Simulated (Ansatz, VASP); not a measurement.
One calculation of TiTe2, two programs

Contents of INCAR:

```
SYSTEM = TiTe2
ALGO = Normal
EDIFF = 1E-8
ENCUT = 520
GGA = PE
ISIF = 2
ISMEAR = -1
LASPH = .True.
LCHARG = .False.
LEFG = .True.
LREAL = .False.
LWAVE = .False.
NBANDS = 19
NELM = 60
PREC = Accurate
SIGMA = 0.08
```

Contents of KPOINTS:

```
k-points
0
Gamma
  10 10 5
  0 0 0
```

The input POSCAR:

```
TiTe2
1.0
    3.7770008876      0.0000000000      0.0000000000
   -1.8885004438      3.2709787188      0.0000000000
    0.0000000000      0.0000000000      6.4980000000
Ti Te
1 2
Direct
    0.0000000000      0.0000000000      0.0000000000
    0.6666666667      0.3333333333      0.2628000000
    0.3333333333      0.6666666667      0.7372000000
```

Input for Ansatz:

```yaml
crystal:
  lattice:
    - [3.7770008876, 0.0, 0.0]
    - [-1.8885004438, 3.2709787188, 0.0]
    - [0.0, 0.0, 6.498]
  atoms:
    - { symbol: Ti, position: [0.0, 0.0, 0.0] }
    - { symbol: Te, position: [0.6666666667, 0.3333333333, 0.2628] }
    - { symbol: Te, position: [0.3333333333, 0.6666666667, 0.7372] }
kpoints:
  mp_grid: { grid: [10, 10, 5] }
  band_path:
    path:
      - [0.0, 0.0, 0.0]
      - [0.5, 0.0, 0.0]
      - [0.3333333333, 0.3333333333, 0.0]
      - [0.0, 0.0, 0.0]
      - [0.0, 0.0, 0.5]
      - [0.5, 0.0, 0.5]
      - [0.3333333333, 0.3333333333, 0.5]
      - [0.0, 0.0, 0.5]
      - [0.5, 0.0, 0.5]
    npoints: 8
scf:
  occupations: { method: fermi_dirac, width: 0.08 }
hamiltonian:
  xc: pbe
  pseudopotentials: { kind: all_electron, datasets: crystal }
output:
  forces: true
  stress: true
  eigenvalues: true
  efg: { contact_densities: true }
```

Alike in both runs: task electric field gradients; functional PBE; k mesh 10 × 10 × 5; occupations fermi-dirac, width 0.08 eV; no spin polarisation.

|  | VASP | Ansatz |
| --- | --- | --- |
| version | VASP 6.6.1 | Ansatz 0.2.0 |
| potentials or method | VASP PAW PBE potentials, release 64 (Ti_sv, Te), cutoff 520 eV | all-electron PAW with datasets made for the crystal, scalar-relativistic |

Ansatz gave:

- pressure (GPa): 0.9
- traceless stress, the component that is largest in VASP (GPa): 0.59
- rms of the force components (eV/Å): 0.013
- size of Vzz on the site where it differs most (V/Å²): 60.8

Question: Estimate VASP's values.

Answer: Pressure (GPa): 0.9; traceless stress, the component that is largest in VASP (GPa): 0.60; rms of the force components (eV/Å): 0.017; size of Vzz on the site where it differs most (V/Å²): 57.0.

Atom by atom the forces differ by 0.005 eV/Å (rms over components). Ansatz ran all-electron here, and VASP with PAW potentials.

Neither program's run includes spin-orbit coupling.
